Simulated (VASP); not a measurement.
Input of a VASP 6.6.1 run:

File POSCAR:

```
TePb
1.0
    0.0000000000      3.2310000000      3.2310000000
    3.2310000000      0.0000000000      3.2310000000
    3.2310000000      3.2310000000      0.0000000000
Te Pb
1 1
Direct
    0.5000000000      0.5000000000      0.5000000000
    0.0000000000      0.0000000000      0.0000000000
```

File INCAR.step1:

```
PREC     = Accurate       # precision mode
ENCUT    = 550            # plane-wave cutoff, eV
ISMEAR   = 0              # smearing method
SIGMA    = 0.1            # smearing width, eV
LREAL    = F              # projectors in reciprocal space
LASPH    = T              # aspherical terms in the spheres
NELM     = 120            # most SCF steps
GGA      = PE             # functional
ALGO     = Normal         # electronic algorithm
EDIFF    = 1E-5           # SCF threshold, eV
LWAVE    = T              # write WAVECAR
LCHARG   = F              # write CHGCAR
GGA_COMPAT= F            
IBRION   = 2              # ionic algorithm
ISIF     = 3              # what is computed and relaxed
EDIFFG   = -0.005         # ionic threshold
NELMIN   = 4            
NSW      = 100            # ionic steps
```

INCAR.step2

```
PREC     = Accurate       # precision mode
ENCUT    = 550            # plane-wave cutoff, eV
EDIFF    = 1E-7           # SCF threshold, eV
ISMEAR   = 0              # smearing method
SIGMA    = 0.1            # smearing width, eV
LREAL    = F              # projectors in reciprocal space
LASPH    = T              # aspherical terms in the spheres
NELM     = 120            # most SCF steps
ALGO     = Normal         # electronic algorithm
ISIF     = 3              # what is computed and relaxed
LWAVE    = F              # write WAVECAR
LCHARG   = F              # write CHGCAR
METAGGA  = R2SCAN         # meta-GGA
LMIXTAU  = T            
IBRION   = 2              # ionic algorithm
NSW      = 80             # ionic steps
EDIFFG   = -0.05          # ionic threshold
PSTRESS  = 8.5          
ISTART   = 1            
GGA_COMPAT= F            
NELMIN   = 4
```

KPOINTS

```
Automatic mesh
0
Gamma
  6 6 6
```

Potentials or basis: VASP PAW PBE potentials, release 64 (Te, Pb_d).

Run with:

```console
$ cat potpaw_PBE.64/Te/POTCAR potpaw_PBE.64/Pb_d/POTCAR > POTCAR
$ cp INCAR.step1 INCAR
$ mpirun -np 1 vasp_std > vasp.out
$ cp INCAR.step2 INCAR
$ mpirun -np 1 vasp_std > vasp.out
```

Question: Estimate the relaxed cell.

Answer: a = 4.591 Å, b = 4.591 Å, c = 4.591 Å, α = 60.00°, β = 60.00°, γ = 60.00°.

Question: What does it give for the band gap on the k mesh?

Answer: 1.05 eV, direct.

Question: Predict the relaxed volume.

Answer: 34.22 Å³/atom.

Question: Predict the space group after relaxing (to 0.05 Å).

Answer: Fm-3m (No. 225).

Final structure:
```
CELL_PARAMETERS angstrom
0.00000 3.24664 3.24664
3.24664 0.00000 3.24664
3.24664 3.24664 0.00000
ATOMIC_POSITIONS crystal
Te 0.50000 0.50000 0.50000
Pb 0.00000 0.00000 0.00000
```

Caveat: the cell is relaxed towards a set pressure, so the enthalpy falls and the energy may rise; the PAW data sets were made with another functional, which shifts forces and pressure a little; spin-orbit coupling is left out, which moves the levels of the heavy elements. Zero-point motion and thermal expansion aren't in these numbers.
